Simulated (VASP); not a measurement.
Si2As3, 10 atoms in the cell. Symmetry: P-3m1, No. 164, trigonal system. Conventional cell: a = 3.708 Å, b = 3.708 Å, c = 20.539 Å, α = 90.00°, β = 90.00°, γ = 120.00°. Si (site symmetry 3m) has 1 Si at 2.35 Å and 3 As at 2.40 Å within 3.1 Å. Within 3.1 Å of Si (site symmetry 3m) lie 1 Si at 2.35 Å and 3 As at 2.40 Å. Within 3.3 Å of As (site symmetry 3m) lie 3 As at 2.53 Å. Within 3.2 Å of As (site symmetry 3m) lie 3 Si at 2.40 Å. As (site symmetry 3m) has 3 Si at 2.40 Å within 3.2 Å. 

| Property | Result |
| --- | --- |
| Program | VASP 6.6.1 |
| Task | single point |
| Functional | PBE |
| Potentials or basis | VASP PAW PBE potentials, release 64 (Si, As) |
| Cutoff | 520 eV |
| k mesh | 5 × 5 × 1 |
| Occupations | gaussian, width 0.2 eV |
| Spin | no spin polarisation |
| Dipole correction | no |
| Further INCAR settings | ALGO = Normal; EDIFF = 1e-07; NBANDS = 34 |

Potentials or basis: VASP PAW PBE potentials, release 64 (Si, As).

The run is started by

```sh
$ cat potpaw_PBE.64/Si/POTCAR potpaw_PBE.64/As/POTCAR > POTCAR
$ mpirun -np 1 vasp_std > vasp.out
```

Hardware: 1 thread of Intel(R) Xeon(R) 6975P-C (Granite Rapids), with other jobs on the host.

Q: How long does it take, and how much memory?

A: It took 32 s on 1 thread of Intel(R) Xeon(R) 6975P-C (Granite Rapids), with other jobs on the host, peak memory 0.33 GiB. Counts: scf iterations 15, k points 5.
